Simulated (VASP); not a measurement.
SnO: single point with PBEsol

SnO:

```xyz
4
Lattice="3.3550 0.0000 0.0000 0.0000 5.6741 0.0000 0.0000 0.0000 4.2220" Properties=species:S:1:pos:R:3 pbc="T T T"
Sn    0.0000    1.3159    2.1665
Sn    1.6775    4.3582    0.0555
O     0.0000    5.0570    3.1110
O     1.6775    0.6171    1.0000
```

```
Program             : VASP 6.6.1
Task                : single point
Functional          : PBEsol
Potentials or basis : VASP PAW PBE potentials, release 64 (Sn_d, O)
Cutoff              : 600 eV
k mesh              : 4 × 2 × 4
Occupations         : methfessel-paxton, width 0.1 eV
Spin                : no spin polarisation
```

```json
{
 "Pressure": "-3.1 GPa",
 "Largest force": "0.344 eV/Å",
 "Band gap on the k mesh": "1.83 eV, indirect (least direct gap 2.53 eV)"
}
```

Forces on the atoms (eV/Å):
```
Sn   0.000 -0.329 -0.101
Sn   0.000  0.329 -0.101
O    0.000  0.124  0.101
O    0.000 -0.124  0.101
```

Stress tensor (GPa, compression positive):
```
-3.60  0.00  0.00
 0.00 -2.99  0.00
 0.00  0.00 -2.66
```

Levels at points of the mesh, in eV from the valence-band top:
```
           k point  band 16  band 17  band 18  band 19  band 20  band 21  band 22  band 23  band 24  band 25
(0.00, 0.00, 0.00)    -3.82    -3.49    -2.63    -2.04     0.00     2.61     3.10     5.82     5.86     8.00
(0.50, 0.00, 0.00)    -4.48    -2.57    -2.57    -1.25    -1.25     2.53     2.53     5.48     5.48     6.52
(0.00, 0.50, 0.00)    -4.07    -3.79    -2.66    -1.59    -1.37     3.27     3.86     4.80     4.97     6.86
(0.50, 0.50, 0.00)    -4.33    -2.65    -2.65    -0.91    -0.91     1.83     1.83     6.23     6.23     7.08
(0.00, 0.00, 0.50)    -3.43    -3.20    -3.20    -1.66    -1.66     2.61     2.61     5.17     5.17     7.91
(0.50, 0.00, 0.50)    -4.08    -3.15    -3.15    -1.08    -1.08     2.06     2.06     4.56     4.56     6.82
(0.00, 0.50, 0.50)    -3.19    -2.92    -2.92    -1.51    -1.51     1.87     1.87     5.92     5.92     7.80
(0.50, 0.50, 0.50)    -4.21    -3.43    -3.43    -0.43    -0.43     2.38     2.38     4.10     4.10     6.05
```

It took 20 s on 1 thread of Intel(R) Xeon(R) 6975P-C (Granite Rapids), with other jobs on the host, peak memory 0.22 GiB.

Caveat: the k points lie up to 0.55 Å⁻¹ apart; the PAW data sets were made with another functional, which shifts forces and pressure a little; spin-orbit coupling is left out, which moves the levels of the heavy elements. A k mesh can miss the band edges.
